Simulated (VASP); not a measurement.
Runs of VASP 6.6.1 on AlB3P4. The structure is that of space group Amm2 (No. 38), or close to it. The cells are those of the table. 

```tsv
task	level	cell	k mesh	cutoff (eV)	smearing	gap on the mesh (eV)	pressure (GPa)	largest force (eV/Å)
single point	PBE	a = 3.365, b = 5.951, c = 5.951 Å, angles 70.1, 90.0, 90.0°, 8 atoms	8 × 4 × 4	520	fermi-dirac 0.02 eV	0.46	(a)	0.01
relaxation of cell and atoms	PBE	relaxed from a = 3.232, b = 5.598, c = 5.598 Å, angles 70.5, 90.0, 90.0°, 8 atoms	8 × 4 × 4	600	fermi-dirac 0.02 eV	0.46	0.0	-
single point	r2SCAN	a = 3.358, b = 5.934, c = 5.934 Å, angles 70.1, 90.0, 90.0°, 8 atoms	8 × 4 × 4	520	fermi-dirac 0.02 eV	0.74	-0.4	0.02
single point	PBE	a = 3.358, b = 5.934, c = 5.934 Å, angles 70.1, 90.0, 90.0°, 8 atoms	8 × 6 × 6	520	fermi-dirac 0.02 eV	0.49	1.0	(b)
single point	r2SCAN	a = 3.358, b = 5.934, c = 5.934 Å, angles 70.1, 90.0, 90.0°, 8 atoms	8 × 6 × 6	520	gaussian 0.01 eV	0.74	-0.4	0.02
```

Alike in all rows: potentials or basis VASP PAW PBE potentials, release 64 (B, Al, P); no spin polarisation.

Problem. Fill in the values left out.

Solution. (a) -0.2; (b) 0.18.

Caveats: the PAW data sets were made with another functional, which shifts forces and pressure a little (some runs).

A k mesh can miss the band edges.
